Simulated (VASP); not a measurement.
# AlN (P6_3mc) in VASP: a series of runs

The runs below take AlN through single point, relaxation of cell and atoms, with PBE+D3(BJ).

All numbers are computed with VASP 6.6.1; they aren't measurements. Logs are shortened: lines on timing, memory, paths and dates and some standing lists are left out, and cuts for length are marked.

## Step 1: The cell of the first run

It takes space group P6_3mc (No. 186, hexagonal). Conventional cell: a = 3.109 Å, b = 3.109 Å, c = 4.979 Å, α = 90.00°, β = 90.00°, γ = 120.00°. Within 2.5 Å of Al (site symmetry 3m) lie 4 N at 1.89 to 1.90 Å. Within 2.5 Å of N (site symmetry 3m) lie 4 Al at 1.89 to 1.90 Å.

## Step 2: Single point, PBE+D3(BJ)

INCAR

```
SYSTEM = AlN
  ALGO = Normal
  EDIFF = 1E-6
  ENCUT = 520
  GGA = PE
  ISIF = 2
  ISMEAR = 0
  IVDW = 12
  LASPH = .True.
  LCHARG = .False.
  LREAL = .False.
  LWAVE = .False.
  NBANDS = 16
  NELM = 80
  PREC = Accurate
  SIGMA = 0.02
```

KPOINTS

```
k-points
0
Gamma
  12 12 6
  0 0 0
```

POSCAR

```
AlN
1.0
    3.1093880207      0.0000000000      0.0000000000
   -1.5546940104      2.6928090161      0.0000000000
    0.0000000000      0.0000000000      4.9785703447
Al N
2 2
Direct
    0.3333333333      0.6666666667     -0.0009415274
    0.6666666667      0.3333333333      0.4990584726
    0.3333333333      0.6666666667      0.3809415274
    0.6666666667      0.3333333333      0.8809415274
```

Potentials or basis: VASP PAW PBE potentials, release 64 (Al, N).

Started as:

```
> cat potpaw_PBE.64/Al/POTCAR potpaw_PBE.64/N/POTCAR > POTCAR
> mpirun -np 1 vasp_std > vasp.out
```

OUTCAR:

```text
SYSTEM = AlN
   EDIFF = 1E-6
   ENCUT = 520
   GGA = PE
   ISIF = 2
   ISMEAR = 0
   IVDW = 12
   LASPH = .True.
   LREAL = .False.
   NELM = 80
   PREC = Accurate
 IVDW          = 12

 ion  position               nearest neighbor table
   1  0.333  0.667  0.999-   4 1.89   4 1.89   4 1.89   3 1.90   2 3.07   2 3.07   2 3.07   2 3.07
                             2 3.07   2 3.07
   2  0.667  0.333  0.499-   3 1.89   3 1.89   3 1.89   4 1.90   1 3.07   1 3.07   1 3.07   1 3.07
                             1 3.07   1 3.07
   3  0.333  0.667  0.381-   2 1.89   2 1.89   2 1.89   1 1.90
   4  0.667  0.333  0.881-   1 1.89   1 1.89   1 1.89   2 1.90

  LATTYP: Found a hexagonal cell.
 ALAT       =     3.1093880207
 C/A-ratio  =     1.6011415467

  Lattice vectors:

 A1 = (   3.1093880207,   0.0000000000,   0.0000000000)
 A2 = (  -1.5546940104,   2.6928090161,   0.0000000000)
 A3 = (   0.0000000000,   0.0000000000,   4.9785703447)

Analysis of symmetry for initial positions (statically):
=====================================================================
 Subroutine PRICEL returns:
 Original cell was already a primitive cell.

 Routine SETGRP: Setting up the symmetry group for a
 hexagonal supercell.

 Subroutine GETGRP returns: Found 12 space group operations
 (whereof  6 operations were pure point group operations)
 out of a pool of 24 trial point group operations.

The static configuration has the point symmetry C_3v.
 The point group associated with its full space group is C_6v.

Analysis of symmetry for dynamics (positions and initial velocities):
=====================================================================
 Subroutine PRICEL returns:
 Original cell was already a primitive cell.

 Routine SETGRP: Setting up the symmetry group for a
 hexagonal supercell.

 Subroutine GETGRP returns: Found 12 space group operations
 (whereof  6 operations were pure point group operations)
 out of a pool of 24 trial point group operations.

The dynamic configuration has the point symmetry C_3v.
 The point group associated with its full space group is C_6v.

 Subroutine INISYM returns: Found 12 space group operations
 (whereof  6 operations are pure point group operations),
 and found     1 'primitive' translations

----------------------------------------------------------------------------------------

                                     Primitive cell

  volume of cell :      41.6855

[... 95 lines left out ...]
   NSW    =      0    number of steps for IOM
   IBRION =     -1    ionic relax: 0-MD 1-quasi-New 2-CG
   NFREE  =      0    steps in history (QN), initial steepest desc. (CG)
   ISIF   =      2    stress and relaxation
   ISYM   =      2    0-nonsym 1-usesym 2-fastsym
   POTIM  = 0.5000    time-step for ionic-motion
   TEBEG  =    0.0;   TEEND  =   0.0 temperature during run
   PSTRESS=    0.0 pullay stress
   NELECT =      16.0000    total number of electrons
   NUPDOWN=      -1.0000    fix difference up-down
   EMIN   =  10.00;   EMAX   =-10.00  energy-range for DOS
   EFERMI =   0.00;   METHOD = LEGACY
   ISMEAR =     0;   SIGMA  =   0.02  broadening in eV -4-tet -1-fermi 0-gaus
   EFERMI_NEDOS =   21; number of points for ismear=-14 and -15
   IALGO  =     38    algorithm
   IMIX   =      4    mixing-type and parameters
     AMIX     =   0.40;   BMIX     =  1.00
     AMIX_MAG =   1.60;   BMIX_MAG =  1.00
  volume/ion in A,a.u.               =      10.42        70.33
  Fermi-wavevector in a.u.,A,eV,Ry     =   1.189743  2.248288 19.258885  1.415488
  Thomas-Fermi vector in A             =   2.325843
   LORBIT       =      0    0 simple, 1 ext, 2 COOP (PROOUT), +10 PAW based schemes
   GGA     = PE    functional components
   LHFCALC =     F    Hartree Fock is set to
   AEXX    =    0.0000 exact exchange contribution
   IVDW    =    12    specifies the selected vdW correction
   LEPSILON=     F    determine dielectric tensor
   LRPA    =     F    only Hartree local field effects (RPA)
 non-spin polarized calculation
 Gauss-broadening in eV      SIGMA  =   0.02
  energy-cutoff  :      520.00
  volume of cell :       41.69
 maximum number of plane-waves:      1152
 NGX is ok and might be reduce to    24
   NGX = 11   NGY = 11   NGZ = 19

 number of electron      15.9999996 magnetization

 Free energy of the ion-electron system (eV)
  ---------------------------------------------------
  ext. energy  EPLUGINS =         0.00000000
  ---------------------------------------------------
  free energy    TOTEN  =       -29.76979882 eV

  energy without entropy =      -29.76979882  energy(sigma->0) =      -29.76979882

 E-fermi :   6.3499     XC(G=0): -10.9191

 val. band max:        6.1765168717   @ k =   0.0000   0.0000   0.0000
 cond. band min:      10.3983418619   @ k =   0.0000   0.0000   0.0000
 fundamental gap:      4.2218249902
 Fermi energy:         6.3498736006

 k-point     1 :       0.0000    0.0000    0.0000
  band No.  band energies     occupation
      1      -9.0273      2.00000
      2      -6.8746      2.00000
      3       0.1718      2.00000
      4       5.3051      2.00000
      5       5.3051      2.00000
      6       5.9561      2.00000
[... 433 lines left out ...]
      3       1.2570      2.00000
      4       2.2275      2.00000
      5       2.8327      2.00000
      6       4.3965      2.00000
[... 8 lines left out ...]
     15      18.6120      0.00000
     16      20.4923      0.00000

 [... further k-points ...]

------------------------ aborting loop because EDIFF is reached ----------------------------------------

 Edisp (eV)   -1.07642

 E8    (eV) :    -0.4204

  FORCE on cell =-STRESS in cart. coord.  units (eV):
  Direction    XX          YY          ZZ          XY          YZ          ZX
  --------------------------------------------------------------------------------------
  -------------------------------------------------------------------------------------
  Total      -0.07192    -0.07192    -0.05326     0.00000     0.00000     0.00000
  in kB      -2.76405    -2.76405    -2.04697     0.00000     0.00000     0.00000
  external pressure =       -2.53 kB  Pullay stress =        0.00 kB

 VOLUME and BASIS-vectors are now :
 -----------------------------------------------------------------------------
  energy-cutoff  :      520.00
  volume of cell :       41.69
      direct lattice vectors                 reciprocal lattice vectors
     3.109388021  0.000000000  0.000000000     0.321606693  0.185679711  0.000000000
    -1.554694010  2.692809016  0.000000000     0.000000000  0.371359422  0.000000000
     0.000000000  0.000000000  4.978570345     0.000000000  0.000000000  0.200860876

 POSITION                                       TOTAL-FORCE (eV/Angst)
 -----------------------------------------------------------------------------------
     -0.00000      1.79521      4.97388        -0.000000      0.000000      0.000630
      1.55469      0.89760      2.48460         0.000000     -0.000000      0.000630
     -0.00000      1.79521      1.89654         0.000000     -0.000000     -0.000630
      1.55469      0.89760      4.38583        -0.000000      0.000000     -0.000630
 -----------------------------------------------------------------------------------
    total drift:                               -0.000000      0.000000      0.000477

  FREE ENERGIE OF THE ION-ELECTRON SYSTEM (eV)
  ---------------------------------------------------
  free  energy   TOTEN  =       -30.8462153836 eV

  energy  without entropy=      -30.8462153836  energy(sigma->0) =      -30.84621538
```

Wall time 76 s (1 thread of AMD EPYC 7R13, shared host); peak memory 0.16 GiB.

Results:

```yaml
Free_energy: -30.8462 eV
Pressure: -0.3 GPa
Band_gap_on_the_k_mesh: 4.22 eV, direct
Dispersion_energy_per_atom: -0.269 eV
```

(Part 1 of 2 ends here.)
